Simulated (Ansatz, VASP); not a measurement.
## Eu: VASP beside Ansatz

INCAR

```
  PREC = Accurate
  ENCUT = 520
  EDIFF = 1E-6
  ISMEAR = 0
  SIGMA = 0.05
  LREAL = False
  LASPH = True
  NELM = 150
  ALGO = Fast
  ISIF = 2
  LWAVE = False
  LCHARG = False
  ISPIN = 2
  MAGMOM = 7.65
  LORBIT = 11
  LMAXMIX = 6
  GGA = PE
  NBANDS = 18
```

File KPOINTS:

```
Automatic mesh
0
Gamma
  16 16 16
```

The input POSCAR:

```
Eu
1.0
   -2.0673334177      2.0673334177      2.0673334177
    2.0673334177     -2.0673334177      2.0673334177
    2.0673334177      2.0673334177     -2.0673334177
Eu
1
Direct
    0.0000000000      0.0000000000      0.0000000000
```

Input for Ansatz:

```yaml
crystal:
  lattice:
    - [-2.0673334177, 2.0673334177, 2.0673334177]
    - [2.0673334177, -2.0673334177, 2.0673334177]
    - [2.0673334177, 2.0673334177, -2.0673334177]
  atoms:
    - { symbol: Eu, position: [0.0, 0.0, 0.0], spin: 7.65 }
basis:
  ecutwfc: 420
  ecutrho_ratio: 4
kpoints:
  mp_grid: { grid: [16, 16, 16] }
hamiltonian:
  xc: pbe
scf:
  occupations: { method: gaussian, width: 0.05 }
output:
  forces: true
  stress: true
  eigenvalues: true
  populations: true
magnetization:
  spin_polarized: true
```

Alike in both runs: task single point; functional PBE; k mesh 16 × 16 × 16; occupations gaussian, width 0.05 eV; collinear spin.

|  | VASP | Ansatz |
| --- | --- | --- |
| version | VASP 6.6.1 | Ansatz 0.2.0 |
| potentials or method | VASP PAW PBE potentials, release 64 (Eu), cutoff 520 eV | scalar-relativistic, plane waves, PAW |
| valence electrons in the cell | 17 | 17 |

```csv
,VASP,Ansatz,Ansatz less VASP
gap on the k mesh at the Fermi level (eV),none,none,-
pressure (GPa),3.0,3.3,+0.28
net moment per atom (μB),7.18,7.19,+0.008
size of the moment on the site where the two differ most (μB),6.63,6.94,+0.305
```

Site moments also hang on the region over which each program counts them. A gap of «none» marks a metal or a gap that the smearing closes. With one functional, cell and mesh, what is left measures potentials, basis and numerics. Ansatz's warnings: given moment on shells.

Neither program's run includes spin-orbit coupling.
